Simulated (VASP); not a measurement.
# H5C10Cl in VASP: notebook, part 2 of 2

VASP 6.6.1. The steps go on from the part before.

## 3. Single point, PBEsol

Input file INCAR:

```
PREC = Accurate ; ENCUT = 520
EDIFF = 1E-7 ; ISMEAR = 0
SIGMA = 0.05 ; LREAL = Auto
LASPH = True ; NELM = 100
ALGO = Normal ; ISIF = 2
LWAVE = False ; LCHARG = True
GGA = PS ; LELF = True
LVHAR = True ; NBANDS = 74
```

Input file KPOINTS:

```
Automatic mesh
0
Gamma
  2 2 1
```

Input file POSCAR:

```
H5C10Cl
1.0
    5.0487420000      0.0000000000      0.0000000000
    0.0000000000      5.0487420000      0.0000000000
    0.0000000000      0.0000000000     16.8355610000
H C Cl
10 20 2
Direct
    0.4277867635      0.0000000000      0.0593980801
    0.0722132365      0.0000000000      0.0593980801
    0.9277869616      0.0000000000      0.0593980801
    0.5722132365      0.0000000000      0.0593980801
    0.4277867635      0.5000000000      0.0593980801
    0.0722132365      0.5000000000      0.0593980801
    0.9277869616      0.5000000000      0.0593980801
    0.5722132365      0.5000000000      0.0593980801
    0.2539289986      0.4832857373      0.3673448720
    0.7291919452      0.4646187110      0.3716735664
    0.2500000990      0.0000000000      0.0970980415
    0.7500000990      0.0000000000      0.0970980415
    0.2500000990      0.5000000000      0.0970980415
    0.7500000990      0.5000000000      0.0970980415
    0.2500000990      0.2500000990      0.1501108279
    0.7500000990      0.2500000990      0.1501108279
    0.2500000990      0.7500000990      0.1501108279
    0.7500000990      0.7500000990      0.1501108279
   -0.0002254027      0.2548827015      0.1975568263
    0.4972638729      0.2494857135      0.1995732723
   -0.0011684099      0.7501866802      0.2067037742
    0.4987109660      0.7457754823      0.2085683394
   -0.0022613554      0.0175685349      0.2534997200
    0.4955834543      0.0064313051      0.2607598880
   -0.0011882168      0.4841639759      0.2573602982
    0.4960029647      0.4788190801      0.2576349550
    0.2344520675      0.0918959614      0.3056416712
    0.7504089137      0.1041580259      0.2954361307
    0.2461363643      0.4107708415      0.3055600583
    0.7482085636      0.4008824376      0.3049041847
    0.1196500039     -0.0286459478      0.4009615718
    0.5534836203      0.4720944346      0.4752181409
```

Potentials or basis: VASP PAW PBE potentials, release 64 (H, C, Cl).

Run with:

```
$ cat potpaw_PBE.64/H/POTCAR potpaw_PBE.64/C/POTCAR potpaw_PBE.64/Cl/POTCAR > POTCAR
$ mpirun -np 1 vasp_std > vasp.out
```

OUTCAR:

```text
PREC = Accurate
   ENCUT = 520
   EDIFF = 1E-7
   ISMEAR = 0
   LREAL = Auto
   LASPH = True
   NELM = 100
   ISIF = 2
   GGA = PS

 ion  position               nearest neighbor table
   1  0.428  0.000  0.059-   4 0.73  11 1.10
   2  0.072  0.000  0.059-   3 0.73  11 1.10
   3  0.928  0.000  0.059-   2 0.73  12 1.10
   4  0.572  0.000  0.059-   1 0.73  12 1.10
   5  0.428  0.500  0.059-   8 0.73  13 1.10
   6  0.072  0.500  0.059-   7 0.73  13 1.10
   7  0.928  0.500  0.059-   6 0.73  14 1.10
   8  0.572  0.500  0.059-   5 0.73  14 1.10
   9  0.254  0.483  0.367-  29 1.10
  10  0.729  0.465  0.372-  30 1.17
  11  0.250  0.000  0.097-   1 1.10   2 1.10  17 1.55  15 1.55
  12  0.750  0.000  0.097-   4 1.10   3 1.10  18 1.55  16 1.55
  13  0.250  0.500  0.097-   5 1.10   6 1.10  15 1.55  17 1.55
  14  0.750  0.500  0.097-   8 1.10   7 1.10  16 1.55  18 1.55
  15  0.250  0.250  0.150-  19 1.49  20 1.50  13 1.55  11 1.55
  16  0.750  0.250  0.150-  19 1.49  20 1.52  14 1.55  12 1.55
[... 9 lines left out ...]
  26  0.496  0.479  0.258-  20 1.52  29 1.54  30 1.55  22 1.58
  27  0.234  0.092  0.306-  23 1.53  24 1.58  29 1.61  31 1.81
  28  0.750  0.104  0.295-  24 1.50  23 1.50  30 1.51
  29  0.246  0.411  0.306-   9 1.10  25 1.53  26 1.54  27 1.61
  30  0.748  0.401  0.305-  10 1.17  28 1.51  26 1.55  25 1.56
  31  0.120  0.971  0.401-  27 1.81
  32  0.553  0.472  0.475-

  LATTYP: Found a simple tetragonal cell.
 ALAT       =     5.0487420000
 C/A-ratio  =     3.3346051353

  Lattice vectors:

 A1 = (   5.0487420000,   0.0000000000,   0.0000000000)
 A2 = (   0.0000000000,   5.0487420000,   0.0000000000)
 A3 = (   0.0000000000,   0.0000000000,  16.8355610000)

Analysis of symmetry for initial positions (statically):
=====================================================================
 Subroutine PRICEL returns:
 Original cell was already a primitive cell.

 Routine SETGRP: Setting up the symmetry group for a
 simple tetragonal supercell.

 Subroutine GETGRP returns: Found  1 space group operations
 (whereof  1 operations were pure point group operations)
 out of a pool of 16 trial point group operations.

[... 178 lines left out ...]
   GGA     = PS    functional components
   LHFCALC =     F    Hartree Fock is set to
   AEXX    =    0.0000 exact exchange contribution
   IVDW    =     0    specifies the selected vdW correction
   LEPSILON=     F    determine dielectric tensor
   LRPA    =     F    only Hartree local field effects (RPA)
 non-spin polarized calculation
 Gauss-broadening in eV      SIGMA  =   0.05
  energy-cutoff  :      520.00
  volume of cell :      429.14
 maximum number of plane-waves:     11574
 NGX is ok and might be reduce to    40
   NGX = 19   NGY = 19   NGZ = 63

 number of electron     104.0000002 magnetization

 Free energy of the ion-electron system (eV)
  ---------------------------------------------------
  ext. energy  EPLUGINS =         0.00000000
  ---------------------------------------------------
  free energy    TOTEN  =      -213.37795597 eV

  energy without entropy =     -213.37423562  energy(sigma->0) =     -213.37609580

 E-fermi :   0.1140     XC(G=0):  -6.1103

 val. band max:        0.0561883576   @ k =   0.0000   0.5000   0.0000
 cond. band min:       0.1717153737   @ k =   0.0000   0.0000   0.0000
 fundamental gap:      0.1155270162
 Fermi energy:         0.1139629180

 k-point     1 :       0.0000    0.0000    0.0000
  band No.  band energies     occupation
      1     -21.3415      2.00000
      2     -19.0990      2.00000
      3     -17.2116      2.00000
      4     -16.8810      2.00000
      5     -16.6535      2.00000
      6     -16.5327      2.00000
[... 257 lines left out ...]
     63       6.5954      0.00000
     64       7.0184      0.00000
 [bands above 64 left out]

------------------------ aborting loop because EDIFF is reached ----------------------------------------

  FORCE on cell =-STRESS in cart. coord.  units (eV):
  Direction    XX          YY          ZZ          XY          YZ          ZX
  --------------------------------------------------------------------------------------
  -------------------------------------------------------------------------------------
  Total       67.1860483     -8.6525208     -5.8180599     -1.0883572      1.5520608      3.6678838
  in kB      250.8393874    -32.3042218    -21.7217505     -4.0633861      5.7946254     13.6940594
  external PRESSURE =      65.6044717 kB  Pullay stress =       0.0000000 kB

 VOLUME and BASIS-vectors are now :
 -----------------------------------------------------------------------------
  energy-cutoff  :      520.00
  volume of cell :      429.14
      direct lattice vectors                 reciprocal lattice vectors
     5.048742000  0.000000000  0.000000000     0.198069143  0.000000000  0.000000000
     0.000000000  5.048742000  0.000000000     0.000000000  0.198069143  0.000000000
     0.000000000  0.000000000 16.835561000     0.000000000  0.000000000  0.059398080

 POSITION                                       TOTAL-FORCE (eV/Angst)
 -----------------------------------------------------------------------------------
      2.15978      0.00000      1.00000        -8.949995     -0.037610      0.008489
      0.36459      0.00000      1.00000         8.933329     -0.069835      0.006444
      4.68416      0.00000      1.00000        -8.932559     -0.051733      0.016339
      2.88896      0.00000      1.00000         8.950779     -0.032332      0.004693
      2.15978      2.52437      1.00000        -8.904508      0.039773     -0.018342
      0.36459      2.52437      1.00000         8.935449      0.028604      0.010637
[... 24 lines left out ...]
      0.60408      4.90412      6.75041         0.685099     -0.004765      0.006997
      2.79440      2.38348      8.00056         0.243400      0.166886     -0.150538
 -----------------------------------------------------------------------------------
    total drift:                                0.002441     -0.013261     -0.019794

  FREE ENERGIE OF THE ION-ELECTRON SYSTEM (eV)
  ---------------------------------------------------
  free  energy   TOTEN  =      -213.3779559682 eV

  energy  without entropy=     -213.3742356247  energy(sigma->0) =     -213.37609580
```

OSZICAR:

```text
N       E                     dE             d eps       ncg     rms          rms(c)
DAV:   1     0.696702453132E+03    0.69670E+03   -0.47662E+04   592   0.122E+03
DAV:   2    -0.140389137674E+03   -0.83709E+03   -0.79763E+03   816   0.283E+02
DAV:   3    -0.224024594564E+03   -0.83635E+02   -0.82796E+02   720   0.905E+01
[... 23 lines left out ...]
DAV:  27    -0.213377954106E+03   -0.26868E-05   -0.56267E-07   536   0.140E-03    0.561E-04
DAV:  28    -0.213377955178E+03   -0.10715E-05   -0.80636E-08   544   0.641E-04    0.400E-04
DAV:  29    -0.213377955831E+03   -0.65309E-06   -0.31176E-08   512   0.433E-04    0.432E-04
DAV:  30    -0.213377955957E+03   -0.12609E-06   -0.15946E-08   520   0.258E-04    0.171E-04
DAV:  31    -0.213377955968E+03   -0.11136E-07   -0.33357E-09   520   0.171E-04
   1 F= -.21337796E+03 E0= -.21337610E+03  d E =-.372034E-02
```

Run time: 6.2 min. Hardware: 1 thread of Intel Xeon 8259CL, shared host; peak memory 0.48 GiB.

What came out:

| Item | Value |
| --- | --- |
| Free energy | -213.3780 eV |
| Largest force | 8.951 eV/Å |
| Band gap on the k mesh | 0.12 eV (least direct gap 0.19 eV) |

Forces on the atoms (eV/Å):
```
H   -8.950 -0.038  0.008
H    8.933 -0.070  0.006
H   -8.933 -0.052  0.016
H    8.951 -0.032  0.005
H   -8.905  0.040 -0.018
H    8.935  0.029  0.011
H   -8.930  0.006  0.041
H    8.923  0.068 -0.035
H   -0.021  0.092 -0.002
H   -0.049  0.005  0.029
C    0.084 -0.173  1.280
C   -0.102 -0.167  1.307
C    0.187  0.218  1.268
C   -0.278  0.176  1.286
C    0.026 -0.212 -3.285
C   -0.422  0.030 -3.075
C   -0.082 -0.109  0.584
C   -0.143 -0.083  0.567
C   -0.011 -0.013  0.022
C    0.010  0.010 -0.015
C   -0.008 -0.010  0.015
C    0.005  0.007 -0.026
C    0.004 -0.057  0.047
C   -0.025 -0.001 -0.039
C   -0.014  0.038  0.052
C   -0.015  0.062  0.030
C   -0.015 -0.036  0.186
C   -0.068  0.062 -0.107
C   -0.020  0.026 -0.055
C    0.004  0.022  0.040
Cl   0.685 -0.005  0.007
Cl   0.243  0.167 -0.151
```

Caveat: the k points lie up to 0.62 Å⁻¹ apart; there is no dipole correction, which matters where the two faces differ; the PAW data sets were made with another functional, which shifts forces and pressure a little.
